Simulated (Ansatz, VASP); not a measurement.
## Co in VASP and in Ansatz

Contents of INCAR:

```
ALGO = Normal ; EDIFF = 1E-6
ENCUT = 600 ; GGA = CA
GGA_COMPAT = F ; ISIF = 2
ISMEAR = -1 ; ISPIN = 2
LASPH = T ; LCHARG = F
LMAXMIX = 4 ; LORBIT = 11
LREAL = F ; LWAVE = F
MAGMOM = 1.8 1.8 1.8 1.8 1.8 1.8 ; NBANDS = 40
NELM = 200 ; PREC = Accurate
SIGMA = 0.15
```

Contents of KPOINTS:

```
k-points
0
Gamma
  6 6 6
```

Contents of POSCAR:

```
Co
1.0
    0.0000000000      3.1291800570      3.1291800570
    3.1291800570      0.0000000000      3.1291800570
    3.1291800570      3.1291800570      0.0000000000
Co
6
Direct
    0.2500000000      0.2500000000      0.2500000000
    0.0000000000      0.0000000000      0.0000000000
    0.6250000000      0.6250000000      0.1250000000
    0.6250000000      0.1250000000      0.6250000000
    0.1250000000      0.6250000000      0.6250000000
    0.6250000000      0.6250000000      0.6250000000
```

Input for Ansatz:

```yaml
crystal:
  lattice:
    - [0.0, 3.1291800569894135, 3.1291800569894135]
    - [3.1291800569894135, 0.0, 3.1291800569894135]
    - [3.1291800569894135, 3.1291800569894135, 0.0]
  atoms:
    - { symbol: Co, position: [0.25, 0.25, 0.25], spin: 1.8 }
    - { symbol: Co, position: [0.0, 0.0, 0.0], spin: 1.8 }
    - { symbol: Co, position: [0.625, 0.625, 0.125], spin: 1.8 }
    - { symbol: Co, position: [0.625, 0.125, 0.625], spin: 1.8 }
    - { symbol: Co, position: [0.125, 0.625, 0.625], spin: 1.8 }
    - { symbol: Co, position: [0.625, 0.625, 0.625], spin: 1.8 }
basis:
  ecutwfc: 435.382179935808
kpoints:
  mp_grid:
    grid: [6, 6, 6]
hamiltonian:
  xc: lda
magnetization:
  spin_polarized: true
scf:
  convergence:
    dr2_threshold: 1.0e-09
  occupations:
    method: fermi_dirac
    width: 0.15
output:
  stress: true
```

Alike in both runs: task single point; functional LDA; k mesh 6 × 6 × 6; occupations fermi-dirac, width 0.15 eV; collinear spin.

|  | VASP | Ansatz |
| --- | --- | --- |
| version | VASP 6.6.1 | Ansatz 0.2.0 |
| potentials or method | VASP PAW LDA potentials, release 64 (Co), cutoff 600 eV | plane waves, PAW |
| valence electrons in the cell | 54 | 102 |

```tsv
	VASP	Ansatz	Ansatz less VASP
pressure (GPa)	5.9	7.5	+1.68
net moment per atom (μB)	1.39	1.44	+0.047
size of the moment on the site where the two differ most (μB)	1.27	1.37	+0.096
```

LDA's correlation is that of Perdew and Zunger in VASP and of Perdew and Wang (1992) in Ansatz. Site moments also hang on the region over which each program counts them. VASP's potentials hold 54 valence electrons a cell and Ansatz's 102, so a difference there can come from the potentials and not from the codes. Ansatz's warnings: stress scf threshold loose.
